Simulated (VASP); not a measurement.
## Cr: single point with PBE

Crystal: Cr.

```
Cr
1.0
    -1.90935    1.90935    1.01703
     1.90935   -1.90935    1.01703
     1.90935    1.90935   -1.01703
Cr
2
Direct
  0.62500 0.87500 0.75000
  0.37500 0.12500 0.25000
```

This cell differs from its parent crystal: volume scaled by 0.6.

| Item | Value |
| --- | --- |
| Program | VASP 6.6.1 |
| Task | single point |
| Functional | PBE |
| Potentials or basis | VASP PAW PBE potentials, release 64 (Cr_pv) |
| Cutoff | 520 eV |
| k mesh | 17 × 17 × 17 |
| Occupations | fermi-dirac, width 0.1 eV |
| Spin | collinear spin, ferromagnetic start |
| Starting moments | [2.0, 2.0] μB |

| Property | Result |
| --- | --- |
| Pressure | 303.7 GPa |
| Band gap on the k mesh | zero (filled and empty bands overlap) |
| Net moment | 0.00 μB per cell |

Stress tensor (GPa, compression positive):
```
304.85   0.00   0.00
  0.00 304.85   0.00
  0.00   0.00 301.47
```

Levels at points of the mesh, in eV from the Fermi level:
Spin up:
```
           k point  band 10  band 11  band 12  band 13  band 14  band 15
(0.00, 0.00, 0.00)    -4.44    -3.84     1.73     1.73     1.84     1.84
```
Spin down:
```tsv
k point	band 10	band 11	band 12	band 13	band 14	band 15
(0.00, 0.00, 0.00)	-4.44	-3.84	1.73	1.73	1.84	1.84
```

It took 95 s on 1 thread of Intel(R) Xeon(R) 6975P-C (Granite Rapids), on a shared host, peak memory 0.3 GiB.

Caveat: the starting moments collapsed, and a magnetic state may lie lower.
